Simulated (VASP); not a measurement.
# Ta2C (P-3m1) in VASP: further runs

Ta2C is run at these levels: PBEsol; tasks: single point.

Program: VASP 6.6.1. These are calculated values, not measurements. Logs are shortened: lines on timing, memory, paths and dates and some standing lists are left out, and cuts for length are marked.

## Step 1: The cell of the first run

Symmetry: P-3m1, No. 164, trigonal system. Conventional cell: a = 3.327 Å, b = 3.327 Å, c = 4.921 Å, α = 90.00°, β = 90.00°, γ = 120.00°. Ta (site symmetry 3m) has 3 C at 2.29 Å and 12 Ta at 3.10 to 3.33 Å within 3.4 Å. C (site symmetry -3m) has 6 Ta at 2.29 Å within 3.0 Å.

## Step 2: Single point, PBEsol (strain +0.0750 x Voigt [1, 1, 0, 0, 0, 0])

INCAR reads:

```
ALGO = Normal ; EDIFF = 1E-7
ENCUT = 520 ; GGA = PS
ISIF = 2 ; ISMEAR = 0
LASPH = True ; LCHARG = False
LREAL = False ; LWAVE = False
NBANDS = 20 ; NELM = 80
PREC = Accurate ; SIGMA = 0.15
```

KPOINTS reads:

```
k-points
0
Gamma
  18 18 10
```

POSCAR reads:

```
Ta2C
1.0
    3.3274482550      0.0000000000      0.0000000000
   -1.6637241275      2.8816547186      0.0000000000
    0.0000000000      0.0000000000      4.9210802832
Ta C
2 1
Direct
    0.3333333333      0.6666666667      0.2528761935
    0.6666666667      0.3333333333      0.7471238065
    0.0000000000      0.0000000000      0.0000000000
```

Potentials or basis: VASP PAW PBE potentials, release 64 (Ta_pv, C).

On the command line:

```
> cat potpaw_PBE.64/Ta_pv/POTCAR potpaw_PBE.64/C/POTCAR > POTCAR
> mpirun -np 1 vasp_std > vasp.out
```

OUTCAR:

```text
EDIFF = 1E-7
   ENCUT = 520
   GGA = PS
   ISIF = 2
   ISMEAR = 0
   LASPH = True
   LREAL = False
   NELM = 80
   PREC = Accurate

 ion  position               nearest neighbor table
   1  0.333  0.667  0.253-   3 2.29   3 2.29   3 2.29   2 3.10   2 3.10   2 3.10   2 3.14   2 3.14
                             2 3.14
   2  0.667  0.333  0.747-   3 2.29   3 2.29   3 2.29   1 3.10   1 3.10   1 3.10   1 3.14   1 3.14
                             1 3.14
   3  0.000  0.000  0.000-   1 2.29   2 2.29   1 2.29   2 2.29   2 2.29   1 2.29

  LATTYP: Found a hexagonal cell.
 ALAT       =     3.3274482550
 C/A-ratio  =     1.4789351798

  Lattice vectors:

 A1 = (   3.3274482550,   0.0000000000,   0.0000000000)
 A2 = (  -1.6637241275,   2.8816547186,   0.0000000000)
 A3 = (   0.0000000000,   0.0000000000,   4.9210802832)

Analysis of symmetry for initial positions (statically):
=====================================================================
 Subroutine PRICEL returns:
 Original cell was already a primitive cell.

 Routine SETGRP: Setting up the symmetry group for a
 hexagonal supercell.

 Subroutine GETGRP returns: Found 12 space group operations
 (whereof 12 operations were pure point group operations)
 out of a pool of 24 trial point group operations.

The static configuration has the point symmetry D_3d.

Analysis of symmetry for dynamics (positions and initial velocities):
=====================================================================
 Subroutine PRICEL returns:
 Original cell was already a primitive cell.

 Routine SETGRP: Setting up the symmetry group for a
 hexagonal supercell.

 Subroutine GETGRP returns: Found 12 space group operations
 (whereof 12 operations were pure point group operations)
 out of a pool of 24 trial point group operations.

The dynamic configuration has the point symmetry D_3d.

 Subroutine INISYM returns: Found 12 space group operations
 (whereof 12 operations are pure point group operations),
 and found     1 'primitive' translations

----------------------------------------------------------------------------------------

                                     Primitive cell

  volume of cell :      47.1861

  direct lattice vectors                    reciprocal lattice vectors
     3.327448255  0.000000000  0.000000000     0.300530594  0.173511419  0.000000000
    -1.663724128  2.881654719  0.000000000     0.000000000  0.347022838  0.000000000
     0.000000000  0.000000000  4.921080283     0.000000000  0.000000000  0.203207414

  length of vectors
     3.327448255  3.327448255  4.921080283     0.347022838  0.347022838  0.203207414

  position of ions in fractional coordinates (direct lattice)
     0.333333333  0.666666667  0.252876194
     0.666666667  0.333333333  0.747123806
     0.000000000  0.000000000  0.000000000

  ion indices of the primitive-cell ions
   primitive index   ion index
                 1           1
                 2           2
                 3           3

----------------------------------------------------------------------------------------

 KPOINTS: k-points

Automatic generation of k-mesh.
 Grid dimensions read from file:
 generate k-points for:   18   18   10

 Generating k-lattice:

  Cartesian coordinates                     Fractional coordinates (reciprocal lattice)
     0.016696144  0.009639523  0.000000000     0.055555556 -0.000000000  0.000000000
     0.000000000  0.019279047  0.000000000     0.000000000  0.055555556  0.000000000
     0.000000000  0.000000000  0.020320741     0.000000000  0.000000000  0.100000000

  Length of vectors
     0.019279047  0.019279047  0.020320741

  Shift w.r.t. Gamma in fractional coordinates (k-lattice)
     0.000000000  0.000000000  0.000000000

 Subroutine IBZKPT returns following result:
 ===========================================

 Found    330 irreducible k-points:

 Following reciprocal coordinates:
            Coordinates               Weight
  0.000000  0.000000  0.000000      1.000000
  0.055556 -0.000000  0.000000      6.000000
  0.111111 -0.000000  0.000000      6.000000
  0.166667  0.000000  0.000000      6.000000
  0.222222  0.000000  0.000000      6.000000
  0.277778  0.000000  0.000000      6.000000
[... 16 lines left out ...]
  0.333333  0.111111  0.000000     12.000000
  0.388889  0.111111  0.000000     12.000000
 [... further k-points ...]
   k-points           NKPTS =    330   k-points in BZ     NKDIM =    330   number of bands    NBANDS=     20
   number of dos      NEDOS =    301   number of ions     NIONS =      3
   total plane-waves  NPLWV =  31360
   dimension x,y,z NGX =    28 NGY =   28 NGZ =   40
   dimension x,y,z NGXF=    56 NGYF=   56 NGZF=   80
   ions per type =               2   1
   NGX,Y,Z   is equivalent  to a cutoff of  13.99, 13.99, 13.51 a.u.
   NGXF,Y,Z  is equivalent  to a cutoff of  27.98, 27.98, 27.03 a.u.
 SYSTEM =  unknown system
   PREC   = accura    normal or accurate (medium, high low for compatibility)
   ISTART =      0    job   : 0-new  1-cont  2-samecut
   ICHARG =      2    charge: 1-file 2-atom 10-const
   ISPIN  =      1    spin polarized calculation?
   LNONCOLLINEAR =      F non collinear calculations
   LSORBIT =      F    spin-orbit coupling
   LASPH  =      T    aspherical Exc in radial PAW
   ENCUT  =  520.0 eV  38.22 Ry    6.18 a.u.   6.19  6.19  9.15*2*pi/ulx,y,z
   NELM   =     80;   NELMIN=  2; NELMDL= -5     # of ELM steps
   EDIFF  = 0.1E-06   stopping-criterion for ELM
   LREAL  =      F    real-space projection
   EDIFFG = 0.1E-05   stopping-criterion for IOM
   NSW    =      0    number of steps for IOM
   IBRION =     -1    ionic relax: 0-MD 1-quasi-New 2-CG
   NFREE  =      0    steps in history (QN), initial steepest desc. (CG)
   ISIF   =      2    stress and relaxation
   ISYM   =      2    0-nonsym 1-usesym 2-fastsym
   POTIM  = 0.5000    time-step for ionic-motion
   TEBEG  =    0.0;   TEEND  =   0.0 temperature during run
   PSTRESS=    0.0 pullay stress
   NELECT =      26.0000    total number of electrons
   NUPDOWN=      -1.0000    fix difference up-down
   EMIN   =  10.00;   EMAX   =-10.00  energy-range for DOS
   EFERMI =   0.00;   METHOD = LEGACY
   ISMEAR =     0;   SIGMA  =   0.15  broadening in eV -4-tet -1-fermi 0-gaus
   EFERMI_NEDOS =   21; number of points for ismear=-14 and -15
   IALGO  =     38    algorithm
   IMIX   =      4    mixing-type and parameters
     AMIX     =   0.40;   BMIX     =  1.00
     AMIX_MAG =   1.60;   BMIX_MAG =  1.00
  volume/ion in A,a.u.               =      15.73       106.14
  Fermi-wavevector in a.u.,A,eV,Ry     =   1.342130  2.536259 24.508365  1.801314
  Thomas-Fermi vector in A             =   2.470309
   LORBIT       =      0    0 simple, 1 ext, 2 COOP (PROOUT), +10 PAW based schemes
   GGA     = PS    functional components
   LHFCALC =     F    Hartree Fock is set to
   AEXX    =    0.0000 exact exchange contribution
   IVDW    =     0    specifies the selected vdW correction
   LEPSILON=     F    determine dielectric tensor
   LRPA    =     F    only Hartree local field effects (RPA)
 non-spin polarized calculation
 Gauss-broadening in eV      SIGMA  =   0.15
  energy-cutoff  :      520.00
  volume of cell :       47.19
 maximum number of plane-waves:      1292
 NGX is ok and might be reduce to    28
   NGX = 13   NGY = 13   NGZ = 19

 number of electron      26.0000001 magnetization

 Free energy of the ion-electron system (eV)
  ---------------------------------------------------
  ext. energy  EPLUGINS =         0.00000000
  ---------------------------------------------------
  free energy    TOTEN  =       -35.90282269 eV

  energy without entropy =      -35.89273394  energy(sigma->0) =      -35.89777832

 E-fermi :   5.2139     XC(G=0): -12.2112

 val. band max:        5.2090202700   @ k =   0.1111  -0.0000   0.2000
 cond. band min:       5.2253344386   @ k =   0.0000   0.1667   0.2000
 fundamental gap:      0.0163141686
 Fermi energy:         5.2139025571

 k-point     1 :       0.0000    0.0000    0.0000
  band No.  band energies     occupation
      1     -29.6538      2.00000
      2     -29.3077      2.00000
      3     -29.3077      2.00000
      4     -29.2011      2.00000
      5     -29.2011      2.00000
      6     -29.0305      2.00000
[... 12 lines left out ...]
     19       7.9388      0.00000
     20      11.8740      0.00000

 k-point     2 :       0.0556   -0.0000    0.0000
  band No.  band energies     occupation
      1     -29.6484      2.00000
      2     -29.3163      2.00000
      3     -29.3114      2.00000
      4     -29.2099      2.00000
      5     -29.2015      2.00000
      6     -29.0336      2.00000
[... 12 lines left out ...]
     19       8.2229      0.00000
     20      11.8970      0.00000

 k-point     3 :       0.1111   -0.0000    0.0000
  band No.  band energies     occupation
      1     -29.6328      2.00000
      2     -29.3409      2.00000
      3     -29.3217      2.00000
      4     -29.2349      2.00000
      5     -29.2029      2.00000
      6     -29.0427      2.00000
[... 12 lines left out ...]
     19       8.8434      0.00000
     20      11.8311      0.00000

 k-point     4 :       0.1667    0.0000    0.0000
  band No.  band energies     occupation
      1     -29.6077      2.00000
      2     -29.3788      2.00000
      3     -29.3368      2.00000
      4     -29.2726      2.00000
      5     -29.2055      2.00000
      6     -29.0578      2.00000
[... 12 lines left out ...]
     19       9.5536      0.00000
     20      11.5831      0.00000

 k-point     5 :       0.2222    0.0000    0.0000
  band No.  band energies     occupation
      1     -29.5748      2.00000
      2     -29.4254      2.00000
      3     -29.3546      2.00000
      4     -29.3177      2.00000
      5     -29.2095      2.00000
      6     -29.0786      2.00000
[... 12 lines left out ...]
     19      10.2537      0.00000
     20      11.2700      0.00000

 k-point     6 :       0.2778    0.0000    0.0000
  band No.  band energies     occupation
      1     -29.5366      2.00000
      2     -29.4748      2.00000
      3     -29.3728      2.00000
      4     -29.3645      2.00000
      5     -29.2145      2.00000
      6     -29.1046      2.00000
[... 12 lines left out ...]
     19      10.7625      0.00000
     20      11.1602      0.00000

 k-point     7 :       0.3333    0.0000    0.0000
  band No.  band energies     occupation
      1     -29.5258      2.00000
      2     -29.4910      2.00000
      3     -29.4074      2.00000
      4     -29.3894      2.00000
      5     -29.2196      2.00000
      6     -29.1343      2.00000
[... 12 lines left out ...]
     19      10.6450      0.00000
     20      11.1107      0.00000
[... 277 lines left out ...]
 k-point    20 :       0.1667    0.1111    0.0000
  band No.  band energies     occupation
      1     -29.5612      2.00000
      2     -29.4252      2.00000
      3     -29.3984      2.00000
      4     -29.3041      2.00000
      5     -29.2239      2.00000
      6     -29.0876      2.00000
[... 12 lines left out ...]
     19      10.3369      0.00000
     20      11.2421      0.00000

 k-point    21 :       0.2222    0.1111    0.0000
  band No.  band energies     occupation
      1     -29.5240      2.00000
      2     -29.4716      2.00000
      3     -29.4237      2.00000
      4     -29.3356      2.00000
      5     -29.2325      2.00000
      6     -29.1134      2.00000
[... 12 lines left out ...]
     19      10.7391      0.00000
     20      11.0648      0.00000

 k-point    22 :       0.2778    0.1111    0.0000
  band No.  band energies     occupation
      1     -29.5212      2.00000
      2     -29.4794      2.00000
      3     -29.4428      2.00000
      4     -29.3679      2.00000
      5     -29.2400      2.00000
      6     -29.1432      2.00000
[... 12 lines left out ...]
     19      10.5557      0.00000
     20      10.7827      0.00000

 k-point    23 :       0.3333    0.1111    0.0000
  band No.  band energies     occupation
      1     -29.5576      2.00000
      2     -29.4568      2.00000
      3     -29.4389      2.00000
      4     -29.3968      2.00000
      5     -29.2459      2.00000
      6     -29.1745      2.00000
[... 12 lines left out ...]
     19      10.0250      0.00000
     20      10.6769      0.00000

 k-point    24 :       0.3889    0.1111    0.0000
  band No.  band energies     occupation
      1     -29.5819      2.00000
      2     -29.4622      2.00000
      3     -29.4179      2.00000
      4     -29.4065      2.00000
      5     -29.2498      2.00000
      6     -29.2014      2.00000
[... 12 lines left out ...]
     19       9.6779      0.00000
     20      10.4701      0.00000

 [... further k-points ...]
[... 5 lines left out ...]
  --------------------------------------------------------------------------------------
  -------------------------------------------------------------------------------------
  Total      -10.6000705    -10.6000705     -5.2328634      0.0000000      0.0000000      0.0000000
  in kB     -359.9197108   -359.9197108   -177.6790718      0.0000000      0.0000000      0.0000000
  external PRESSURE =    -299.1728311 kB  Pullay stress =       0.0000000 kB

 VOLUME and BASIS-vectors are now :
 -----------------------------------------------------------------------------
  energy-cutoff  :      520.00
  volume of cell :       47.19
      direct lattice vectors                 reciprocal lattice vectors
     3.327448255  0.000000000  0.000000000     0.300530594  0.173511419  0.000000000
    -1.663724128  2.881654719  0.000000000     0.000000000  0.347022838  0.000000000
     0.000000000  0.000000000  4.921080283     0.000000000  0.000000000  0.203207414

 POSITION                                       TOTAL-FORCE (eV/Angst)
 -----------------------------------------------------------------------------------
     -0.00000      1.92110      1.24442         0.000000      0.000000     -0.850427
      1.66372      0.96055      3.67666        -0.000000     -0.000000      0.850427
      0.00000      0.00000      0.00000        -0.000000      0.000000      0.000000
 -----------------------------------------------------------------------------------
    total drift:                                0.000000     -0.000000     -0.000000

  FREE ENERGIE OF THE ION-ELECTRON SYSTEM (eV)
  ---------------------------------------------------
  free  energy   TOTEN  =       -35.9028226942 eV

  energy  without entropy=      -35.8927339411  energy(sigma->0) =      -35.89777832
```

Wall time 9 min (1 thread of AMD EPYC 7R43 (Zen 3), shared host); peak memory 0.36 GiB.

Results:

| Property | Result |
| --- | --- |
| Free energy | -35.9028 eV |
| Pressure | -29.9 GPa |
| Largest force | 0.850 eV/Å |
| Band gap on the k mesh | zero (bands 13 and 14 overlap by 0.94 eV) |

Forces in eV/Å, atoms in the order of the input:
```
Ta   0.000  0.000 -0.850
Ta   0.000  0.000  0.850
C    0.000  0.000  0.000
```

Caveat: the cell differs from its parent crystal (strain +0.0750 x Voigt [1, 1, 0, 0, 0, 0]); the stress differs along the axes, from -36 to -18 GPa; the PAW data sets were made with another functional, which shifts forces and pressure a little; spin-orbit coupling is left out, which moves the levels of the heavy elements.

(Continued in part 2 of 2.)
